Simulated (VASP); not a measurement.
The system is Al.

```
Al
1.0
     1.60500    1.60500    1.60500
    -1.60500    1.60500    1.60500
    -1.60500   -1.60500    1.60500
Al
1
Direct
  0.00000 0.00000 0.00000
```

This isn't the form of Al at room conditions, which is fcc.

| Property | Result |
| --- | --- |
| Program | VASP 6.6.1 |
| Task | relaxation of cell and atoms |
| Functional | r2SCAN |
| Potentials or basis | VASP PAW PBE potentials, release 64 (Al) |
| Cutoff | 550 eV |
| k mesh | 9 × 9 × 9 |
| Occupations | fermi-dirac, width 0.05 eV |
| Spin | no spin polarisation |

At the start: pressure -1.8 GPa; volume 16.54 Å³/atom.

Question: Where does the relaxation end?

Answer: Over 3 steps the energy falls by 2.1 meV/atom and the volume is 16.16 Å³/atom (-2.3 %); space group Im-3m (No. 229, to 0.1 Å) before and after.

The path:
| step | energy change (eV) | largest force (eV/Å) | pressure (GPa) | volume (Å³) |
| --- | --- | --- | --- | --- |
| 1 | 0.0000 | 0.0000 | -1.77 | 16.54 |
| 2 | -0.0021 | 0.0000 | 0.29 | 16.11 |
| 3 | -0.0021 | 0.0000 | 0.02 | 16.16 |

Final structure:
```
Al
1.0
     1.59269    1.59269    1.59269
    -1.59269    1.59269    1.59269
    -1.59269   -1.59269    1.59269
Al
1
Direct
  0.00000 0.00000 0.00000
```

Caveat: the PAW data sets were made with another functional, which shifts forces and pressure a little.
